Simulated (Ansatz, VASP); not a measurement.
# KCl: VASP beside Ansatz

INCAR

```
SYSTEM = KCl
  PREC = Accurate
  ENCUT = 520
  EDIFF = 1E-6
  ISMEAR = 0
  SIGMA = 0.01
  LREAL = .FALSE.
  LASPH = .TRUE.
  NELM = 100
  ALGO = Normal
  ISIF = 2
  LWAVE = .FALSE.
  LCHARG = .FALSE.
  GGA = PS
  IBRION = 2
  NSW = 50
  EDIFFG = -0.002
```

KPOINTS

```
regular mesh
0
G
  8 8 8
  0 0 0
```

File POSCAR:

```
KCl
1.0
    0.0156063903      3.1290812603      3.1290812603
    3.1290812603      0.0156063903      3.1290812603
    3.1290812603      3.1290812603      0.0156063903
K Cl
1 1
Direct
    0.0000000000      0.0000000000      0.0000000000
    0.5000000000      0.5000000000      0.5000000000
```

Input for Ansatz:

```yaml
crystal:
  lattice:
    - [0.01560639033, 3.12908126028, 3.12908126028]
    - [3.12908126028, 0.01560639033, 3.12908126028]
    - [3.12908126028, 3.12908126028, 0.01560639033]
  atoms:
    - { symbol: K, position: [0.0, 0.0, 0.0] }
    - { symbol: Cl, position: [0.5, 0.5, 0.5] }
kpoints:
  mp_grid: { grid: [8, 8, 8] }
scf:
  occupations: { method: fixed }
  convergence: { dr2_threshold: 1.0e-10 }
hamiltonian:
  xc: pbesol
  pseudopotentials: { kind: all_electron, lapw: { basis_error: 0.0005 } }
output:
  forces: true
  stress: true
  eigenstates:
    kpoints:
      - [0.0, 0.0, 0.0]
      - [-0.5, 0.0, -0.5]
      - [0.0, -0.5, -0.5]
      - [-0.5, -0.5, 0.0]
      - [-0.5, 0.0, 0.0]
      - [0.0, -0.5, 0.0]
      - [0.0, 0.0, -0.5]
      - [-0.5, -0.5, -0.5]
relax:
  f_tol: 0.002
  max_steps: 30
```

Change from the starting cell: equal xy, yz and zx engineering shears of +0.5 %.

Alike in both runs: task relaxation of the atoms; functional PBEsol; k mesh 8 × 8 × 8; no spin polarisation.

```csv
,VASP,Ansatz
version,VASP 6.6.1,Ansatz 0.2.0
potentials or method,"VASP PAW PBE potentials, release 64 (K_sv, Cl), cutoff 520 eV","all-electron LAPW, scalar-relativistic"
occupations,"gaussian, width 0.01 eV",fixed
```

Ansatz gave:

```
gap on the k mesh at the Fermi level, each at its own relaxed structure (eV) : 5.10
```

**Question.** Which values does VASP return?

**Answer.** gap on the k mesh at the Fermi level, each at its own relaxed structure (eV): 5.09.

VASP's potentials were made for PBE, not for PBEsol. Ansatz ran all-electron here, and VASP with PAW potentials.

Noted on VASP's run: the relaxation stopped at its first step, so nothing moved.
